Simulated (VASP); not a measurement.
# Ba (P6_3/mmc) in VASP: a series of runs

Runs on Ba. Level: PBE. Tasks: single point.

Program: VASP 6.6.1. These are calculated values, not measurements. Logs are shortened: lines on timing, memory, paths and dates and some standing lists are left out, and cuts for length are marked.

## 1. The cell of the first run

It takes space group P6_3/mmc (No. 194, hexagonal). Conventional cell: a = 4.415 Å, b = 4.415 Å, c = 7.281 Å, α = 90.00°, β = 90.00°, γ = 120.00°. Ba (site symmetry -6m2) has 12 Ba at 4.42 to 4.44 Å within 5.8 Å.

## 2. Single point, PBE (volume scaled by 0.97, then relaxed in part)

Contents of INCAR:

```
SYSTEM = Ba
PREC     = Accurate       ! precision mode
ENCUT    = 520            ! plane-wave cutoff, eV
EDIFF    = 1E-7           ! SCF threshold, eV
ISMEAR   = 0              ! smearing method
SIGMA    = 0.1            ! smearing width, eV
LREAL    = .False.        ! projectors in reciprocal space
LASPH    = .True.         ! aspherical terms in the spheres
NELM     = 80             ! most SCF steps
ALGO     = Fast           ! electronic algorithm
ISIF     = 2              ! what is computed and relaxed
LWAVE    = .False.        ! write WAVECAR
LCHARG   = .False.        ! write CHGCAR
GGA      = PE             ! functional
NBANDS   = 17             ! bands
```

Contents of KPOINTS:

```
regular mesh
0
Gamma
  12 12 8
  0 0 0
```

Contents of POSCAR:

```
Ba
1.0
    4.4152955875      0.0000000000      0.0000000000
   -2.2076477938      3.8237581440      0.0000000000
    0.0000000000      0.0000000000      7.2809632002
Ba
2
Direct
    0.3333333333      0.6666666667      0.7500000000
    0.6666666667      0.3333333333      0.2500000000
```

Potentials or basis: VASP PAW PBE potentials, release 64 (Ba_sv).

Command:

```
$ cat potpaw_PBE.64/Ba_sv/POTCAR > POTCAR
$ mpirun -np 1 vasp_std > vasp.out
```

OUTCAR:

```text
SYSTEM = Ba
   PREC = Accurate
   ENCUT = 520
   EDIFF = 1E-7
   ISMEAR = 0
   LREAL = .False.
   LASPH = .True.
   NELM = 80
   ISIF = 2
   GGA = PE

 ion  position               nearest neighbor table
   1  0.333  0.667  0.750-   2 4.44   2 4.44   2 4.44   2 4.44   2 4.44   2 4.44
   2  0.667  0.333  0.250-   1 4.44   1 4.44   1 4.44   1 4.44   1 4.44   1 4.44

  LATTYP: Found a hexagonal cell.
 ALAT       =     4.4152955875
 C/A-ratio  =     1.6490318838

  Lattice vectors:

 A1 = (   4.4152955875,   0.0000000000,   0.0000000000)
 A2 = (  -2.2076477938,   3.8237581440,   0.0000000000)
 A3 = (   0.0000000000,   0.0000000000,   7.2809632002)

Analysis of symmetry for initial positions (statically):
=====================================================================
 Subroutine PRICEL returns:
 Original cell was already a primitive cell.

 Routine SETGRP: Setting up the symmetry group for a
 hexagonal supercell.

 Subroutine GETGRP returns: Found 24 space group operations
 (whereof 12 operations were pure point group operations)
 out of a pool of 24 trial point group operations.

The static configuration has the point symmetry D_3d.
 The point group associated with its full space group is D_6h.

Analysis of symmetry for dynamics (positions and initial velocities):
=====================================================================
 Subroutine PRICEL returns:
 Original cell was already a primitive cell.

 Routine SETGRP: Setting up the symmetry group for a
 hexagonal supercell.

 Subroutine GETGRP returns: Found 24 space group operations
 (whereof 12 operations were pure point group operations)
 out of a pool of 24 trial point group operations.

The dynamic configuration has the point symmetry D_3d.
 The point group associated with its full space group is D_6h.

 Subroutine INISYM returns: Found 24 space group operations
 (whereof 12 operations are pure point group operations),
 and found     1 'primitive' translations

----------------------------------------------------------------------------------------

                                     Primitive cell

  volume of cell :     122.9247

  direct lattice vectors                    reciprocal lattice vectors
     4.415295588  0.000000000  0.000000000     0.226485403  0.130761408  0.000000000
    -2.207647794  3.823758144  0.000000000     0.000000000  0.261522817  0.000000000
     0.000000000  0.000000000  7.280963200     0.000000000  0.000000000  0.137344466

[... 83 lines left out ...]
   EDIFF  = 0.1E-06   stopping-criterion for ELM
   LREAL  =      F    real-space projection
   EDIFFG = 0.1E-05   stopping-criterion for IOM
   NSW    =      0    number of steps for IOM
   IBRION =     -1    ionic relax: 0-MD 1-quasi-New 2-CG
   NFREE  =      0    steps in history (QN), initial steepest desc. (CG)
   ISIF   =      2    stress and relaxation
   ISYM   =      2    0-nonsym 1-usesym 2-fastsym
   POTIM  = 0.5000    time-step for ionic-motion
   TEBEG  =    0.0;   TEEND  =   0.0 temperature during run
   PSTRESS=    0.0 pullay stress
   NELECT =      20.0000    total number of electrons
   NUPDOWN=      -1.0000    fix difference up-down
   EMIN   =  10.00;   EMAX   =-10.00  energy-range for DOS
   EFERMI =   0.00;   METHOD = LEGACY
   ISMEAR =     0;   SIGMA  =   0.10  broadening in eV -4-tet -1-fermi 0-gaus
   EFERMI_NEDOS =   21; number of points for ismear=-14 and -15
   IALGO  =     68    algorithm
   IMIX   =      4    mixing-type and parameters
     AMIX     =   0.40;   BMIX     =  1.00
     AMIX_MAG =   1.60;   BMIX_MAG =  1.00
  volume/ion in A,a.u.               =      61.46       414.77
  Fermi-wavevector in a.u.,A,eV,Ry     =   0.893728  1.688900 10.867639  0.798749
  Thomas-Fermi vector in A             =   2.015842
   LORBIT       =      0    0 simple, 1 ext, 2 COOP (PROOUT), +10 PAW based schemes
   GGA     = PE    functional components
   LHFCALC =     F    Hartree Fock is set to
   AEXX    =    0.0000 exact exchange contribution
   IVDW    =     0    specifies the selected vdW correction
   LEPSILON=     F    determine dielectric tensor
   LRPA    =     F    only Hartree local field effects (RPA)
 non-spin polarized calculation
 RMM-DIIS sequential band-by-band and
 Gauss-broadening in eV      SIGMA  =   0.10
  energy-cutoff  :      520.00
  volume of cell :      122.92
 maximum number of plane-waves:      3357
 NGX is ok and might be reduce to    36
   NGX = 17   NGY = 17   NGZ = 27

 number of electron      19.9999999 magnetization

 Free energy of the ion-electron system (eV)
  ---------------------------------------------------
  ext. energy  EPLUGINS =         0.00000000
  ---------------------------------------------------
  free energy    TOTEN  =        -3.79168166 eV

  energy without entropy =       -3.77604005  energy(sigma->0) =       -3.78386085

 E-fermi :   1.7443     XC(G=0):  -7.4866

 val. band max:        1.7322616857   @ k =   0.3333   0.2500   0.1250
 cond. band min:       1.7544070226   @ k =   0.3333   0.0833   0.1250
 fundamental gap:      0.0221453369
 Fermi energy:         1.7443469177

 k-point     1 :       0.0000    0.0000    0.0000
  band No.  band energies     occupation
      1     -27.0942      2.00000
      2     -27.0513      2.00000
      3     -12.5237      2.00000
      4     -12.0957      2.00000
      5     -12.0957      2.00000
      6     -12.0360      2.00000
[... 457 lines left out ...]
      4     -12.3534      2.00000
      5     -12.3238      2.00000
      6     -12.1793      2.00000
[... 9 lines left out ...]
     16       4.9916      0.00000
     17       5.2442      0.00000

 [... further k-points ...]

------------------------ aborting loop because EDIFF is reached ----------------------------------------

  FORCE on cell =-STRESS in cart. coord.  units (eV):
  Direction    XX          YY          ZZ          XY          YZ          ZX
  --------------------------------------------------------------------------------------
  -------------------------------------------------------------------------------------
  Total        0.2795837      0.2795837      0.2077796     -0.0000000     -0.0000000      0.0000000
  in kB        3.6440424      3.6440424      2.7081613     -0.0000000     -0.0000000      0.0000000
  external PRESSURE =       3.3320821 kB  Pullay stress =       0.0000000 kB

 VOLUME and BASIS-vectors are now :
 -----------------------------------------------------------------------------
  energy-cutoff  :      520.00
  volume of cell :      122.92
      direct lattice vectors                 reciprocal lattice vectors
     4.415295588  0.000000000  0.000000000     0.226485403  0.130761408  0.000000000
    -2.207647794  3.823758144  0.000000000     0.000000000  0.261522817  0.000000000
     0.000000000  0.000000000  7.280963200     0.000000000  0.000000000  0.137344466

 POSITION                                       TOTAL-FORCE (eV/Angst)
 -----------------------------------------------------------------------------------
     -0.00000      2.54917      5.46072         0.000000     -0.000000      0.000000
      2.20765      1.27459      1.82024        -0.000000      0.000000      0.000000
 -----------------------------------------------------------------------------------
    total drift:                               -0.000000      0.000000     -0.000000

  FREE ENERGIE OF THE ION-ELECTRON SYSTEM (eV)
  ---------------------------------------------------
  free  energy   TOTEN  =        -3.7916816575 eV

  energy  without entropy=       -3.7760400462  energy(sigma->0) =       -3.78386085
```

Wall time 82 s (1 thread of Intel Xeon 6975P-C (Granite Rapids), shared host); peak memory 0.35 GiB.

Results:

* Free energy: -3.7917 eV
* Pressure: 0.3 GPa
* Band gap on the k mesh: zero (band 10 reaches 1.90 eV, above the bottom of band 11 at 1.53 eV)

Stress tensor (GPa, compression positive):
```
0.36 0.00 0.00
0.00 0.36 0.00
0.00 0.00 0.27
```

Caveat: the cell differs from its parent crystal (volume scaled by 0.97, then relaxed in part); spin-orbit coupling is left out, which moves the levels of the heavy elements.

## 3. Single point, PBE

This run uses another cell than the first one, of 63.36 Å³/atom, 1.031 times its volume.

Contents of INCAR:

```
SYSTEM = Ba
  PREC = Accurate
  ENCUT = 520
  EDIFF = 1E-6
  ISMEAR = 0
  SIGMA = 0.1
  LREAL = .False.
  LASPH = .True.
  NELM = 60
  ALGO = Fast
  ISIF = 2
  LWAVE = .False.
  LCHARG = .False.
  GGA = PE
  NBANDS = 17
```

KPOINTS is that of step 2.

Contents of POSCAR:

```
Ba
1.0
    4.4603527361      0.0000000000      0.0000000000
   -2.2301763681      3.8627787793      0.0000000000
    0.0000000000      0.0000000000      7.3552638748
Ba
2
Direct
    0.3333333333      0.6666666667      0.7500000000
    0.6666666667      0.3333333333      0.2500000000
```

Potentials or basis: VASP PAW PBE potentials, release 64 (Ba_sv).

Command:

```
$ cat potpaw_PBE.64/Ba_sv/POTCAR > POTCAR
$ mpirun -np 1 vasp_std > vasp.out
```

OUTCAR:

```text
SYSTEM = Ba
   PREC = Accurate
   ENCUT = 520
   EDIFF = 1E-6
   ISMEAR = 0
   LREAL = .False.
   LASPH = .True.
   NELM = 60
   ISIF = 2
   GGA = PE

 ion  position               nearest neighbor table
   1  0.333  0.667  0.750-   2 4.49   2 4.49   2 4.49   2 4.49   2 4.49   2 4.49
   2  0.667  0.333  0.250-   1 4.49   1 4.49   1 4.49   1 4.49   1 4.49   1 4.49

  LATTYP: Found a hexagonal cell.
 ALAT       =     4.4603527361
 C/A-ratio  =     1.6490318838

  Lattice vectors:

 A1 = (   4.4603527361,   0.0000000000,   0.0000000000)
 A2 = (  -2.2301763681,   3.8627787793,   0.0000000000)
 A3 = (   0.0000000000,   0.0000000000,   7.3552638748)

Analysis of symmetry for initial positions (statically):
=====================================================================
 Subroutine PRICEL returns:
 Original cell was already a primitive cell.

 Routine SETGRP: Setting up the symmetry group for a
 hexagonal supercell.

 Subroutine GETGRP returns: Found 24 space group operations
 (whereof 12 operations were pure point group operations)
 out of a pool of 24 trial point group operations.

The static configuration has the point symmetry D_3d.
[... 164 lines left out ...]

 E-fermi :   1.6462     XC(G=0):  -7.3892

 val. band max:        1.6340788173   @ k =   0.1667   0.1667   0.1250
 cond. band min:       1.6599004438   @ k =   0.3333   0.2500   0.2500
 fundamental gap:      0.0258216265
 Fermi energy:         1.6462361114

 k-point     1 :       0.0000    0.0000    0.0000
  band No.  band energies     occupation
      1     -27.2474      2.00000
      2     -27.2099      2.00000
      3     -12.6478      2.00000
      4     -12.2610      2.00000
      5     -12.2610      2.00000
      6     -12.2063      2.00000
[... 457 lines left out ...]
      4     -12.4936      2.00000
      5     -12.4671      2.00000
      6     -12.3367      2.00000
[... 9 lines left out ...]
     16       4.8015      0.00000
     17       5.0107      0.00000

 [... further k-points ...]

------------------------ aborting loop because EDIFF is reached ----------------------------------------

  FORCE on cell =-STRESS in cart. coord.  units (eV):
  Direction    XX          YY          ZZ          XY          YZ          ZX
  --------------------------------------------------------------------------------------
  -------------------------------------------------------------------------------------
  Total        0.0710888      0.0710888      0.0170216     -0.0000000     -0.0000000      0.0000000
  in kB        0.8987613      0.8987613      0.2152010     -0.0000000     -0.0000000      0.0000000
  external PRESSURE =       0.6709078 kB  Pullay stress =       0.0000000 kB

 VOLUME and BASIS-vectors are now :
 -----------------------------------------------------------------------------
  energy-cutoff  :      520.00
  volume of cell :      126.73
      direct lattice vectors                 reciprocal lattice vectors
     4.460352736  0.000000000  0.000000000     0.224197515  0.129440496  0.000000000
    -2.230176368  3.862778779  0.000000000     0.000000000  0.258880991  0.000000000
     0.000000000  0.000000000  7.355263875     0.000000000  0.000000000  0.135957053

 POSITION                                       TOTAL-FORCE (eV/Angst)
 -----------------------------------------------------------------------------------
     -0.00000      2.57519      5.51645         0.000000     -0.000000      0.000000
      2.23018      1.28759      1.83882        -0.000000      0.000000      0.000000
 -----------------------------------------------------------------------------------
    total drift:                                0.000000     -0.000000      0.000000

  FREE ENERGIE OF THE ION-ELECTRON SYSTEM (eV)
  ---------------------------------------------------
  free  energy   TOTEN  =        -3.7964230300 eV

  energy  without entropy=       -3.7802633907  energy(sigma->0) =       -3.78834321
```

OSZICAR:

```text
N       E                     dE             d eps       ncg     rms          rms(c)
DAV:   1     0.148043847109E+03    0.14804E+03   -0.82109E+03  3230   0.954E+02
DAV:   2     0.633602736449E+01   -0.14171E+03   -0.13841E+03  4843   0.194E+02
DAV:   3    -0.340807840934E+01   -0.97441E+01   -0.97023E+01  4294   0.555E+01
DAV:   4    -0.379890266919E+01   -0.39082E+00   -0.39059E+00  4999   0.764E+00
DAV:   5    -0.380144204127E+01   -0.25394E-02   -0.25392E-02  4401   0.720E-01    0.228E+00
RMM:   6    -0.379784962729E+01    0.35924E-02   -0.47495E-03  3426   0.673E-01    0.137E+00
RMM:   7    -0.379603834898E+01    0.18113E-02   -0.13368E-02  3529   0.122E+00    0.531E-02
RMM:   8    -0.379637080477E+01   -0.33246E-03   -0.19445E-03  4427   0.232E-01    0.299E-02
RMM:   9    -0.379641315907E+01   -0.42354E-04   -0.27112E-04  5023   0.590E-02    0.153E-02
RMM:  10    -0.379642132609E+01   -0.81670E-05   -0.62248E-05  4702   0.323E-02    0.713E-03
RMM:  11    -0.379642302971E+01   -0.17036E-05   -0.13792E-05  3963   0.114E-02    0.294E-03
RMM:  12    -0.379642302995E+01   -0.24465E-09   -0.39848E-06  3392   0.831E-03
   1 F= -.37964230E+01 E0= -.37883432E+01  d E =-.161596E-01
```

Wall time 66 s (1 thread of Intel Xeon 6975P-C (Granite Rapids), shared host); peak memory 0.36 GiB.

What came out:

| Item | Value |
| --- | --- |
| Free energy | -3.7964 eV |
| Pressure | 0.1 GPa |
| Band gap on the k mesh | zero (band 10 reaches 1.79 eV, above the bottom of band 11 at 1.45 eV) |

Caveat: spin-orbit coupling is left out, which moves the levels of the heavy elements.

## 4. Single point, PBE (volume scaled by 1.03, then relaxed in part)

Contents of INCAR:

```
SYSTEM = Ba
PREC = Accurate ; ENCUT = 520
EDIFF = 1E-6 ; ISMEAR = 0
SIGMA = 0.1 ; LREAL = .False.
LASPH = .True. ; NELM = 100
ALGO = Fast ; ISIF = 2
LWAVE = .False. ; LCHARG = .True.
GGA = PE ; LELF = .True.
LVHAR = .True. ; NBANDS = 17
```

Contents of KPOINTS:

```
Automatic mesh
0
Gamma
  12 12 8
  0 0 0
```

Contents of POSCAR:

```
Ba
1.0
    4.5045175166      0.0000000000      0.0000000000
   -2.2522587583      3.9010266011      0.0000000000
    0.0000000000      0.0000000000      7.4280930061
Ba
2
Direct
    0.3333333333      0.6666666667      0.7500000000
    0.6666666667      0.3333333333      0.2500000000
```

Command:

```
$ cat potpaw_PBE.64/Ba_sv/POTCAR > POTCAR
$ mpirun -np 1 vasp_std > vasp.out
```

It took 71 s on 1 thread of Intel Xeon 6975P-C (Granite Rapids), shared host; peak memory 0.37 GiB.

Results (log left out):

```yaml
Free_energy: -3.7951 eV
Pressure: -0.2 GPa
Band_gap_on_the_k_mesh: zero (band 10 reaches 1.69 eV, above the bottom of band 11 at 1.38 eV)
```

Levels at points of the mesh, in eV from the Fermi level:
```csv
k point,band 6,band 7,band 8,band 9,band 10,band 11,band 12,band 13,band 14,band 15
"(0.00, 0.00, 0.00)",-13.92,-13.92,-13.92,-2.76,-0.95,0.93,1.67,1.74,1.74,2.13
"(0.50, 0.00, 0.00)",-14.07,-14.01,-13.98,-0.72,-0.40,-0.18,0.54,1.30,1.65,1.79
"(0.00, 0.00, 0.50)",-13.95,-13.95,-13.95,-1.85,-1.85,0.98,0.98,1.73,1.73,1.73
"(0.50, 0.00, 0.50)",-14.03,-14.02,-14.02,-0.74,-0.74,0.44,0.44,1.45,1.45,2.54
```

Caveat: the cell differs from its parent crystal (volume scaled by 1.03, then relaxed in part); spin-orbit coupling is left out, which moves the levels of the heavy elements.

## 5. Summary

| cell | further INCAR settings | gap on the mesh (eV) | pressure (GPa) |
| --- | --- | --- | --- |
| a = 4.415, b = 4.415, c = 7.281 Å, angles 90.0, 90.0, 120.0°, 2 atoms | ALGO = Fast; EDIFF = 1e-07; NBANDS = 17 | none | 0.3 |
| a = 4.460, b = 4.460, c = 7.355 Å, angles 90.0, 90.0, 120.0°, 2 atoms | ALGO = Fast; EDIFF = 1e-06; NBANDS = 17 | none | 0.1 |
| a = 4.505, b = 4.505, c = 7.428 Å, angles 90.0, 90.0, 120.0°, 2 atoms | ALGO = Fast; EDIFF = 1e-06; NBANDS = 17 | none | -0.2 |

Alike in all rows: task single point; level PBE; potentials or basis VASP PAW PBE potentials, release 64 (Ba_sv); no spin polarisation; k mesh 12 × 12 × 8; cutoff (eV) 520; smearing gaussian 0.1 eV.

Caveats: spin-orbit coupling is left out, which moves the levels of the heavy elements.

Absolute energies hang on the potentials; compare differences alone.
